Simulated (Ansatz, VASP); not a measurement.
**Two plane-wave programs on Si**

```
CELL_PARAMETERS angstrom
15.00000 0.00000 0.00000
0.00000 15.50000 0.00000
0.00000 0.00000 16.00000
ATOMIC_POSITIONS crystal
Si 0.50000 0.50000 0.50000
```

Alike in both runs: task single point; functional PBE; dispersion D3(BJ); k mesh 1 × 1 × 1; occupations gaussian, width 0.005 eV; collinear spin.

|  | VASP | Ansatz |
| --- | --- | --- |
| version | VASP 6.6.1 | Ansatz 0.2.0 |
| potentials or method | VASP PAW PBE potentials, release 64 (Si), cutoff 520 eV | scalar-relativistic, plane waves, PAW |
| valence electrons in the cell | 4 | 4 |

VASP gave:

- gap on the k mesh at the Fermi level (eV): 1.63
- net moment per atom (μB): 2.00
- size of the moment on the site where the two differ most (μB): 0.57

Task: Estimate Ansatz's values.

Result: gap on the k mesh at the Fermi level (eV): 0.24; net moment per atom (μB): 2.00; size of the moment on the site where the two differ most (μB): 2.00.

Site moments also hang on the region over which each program counts them.
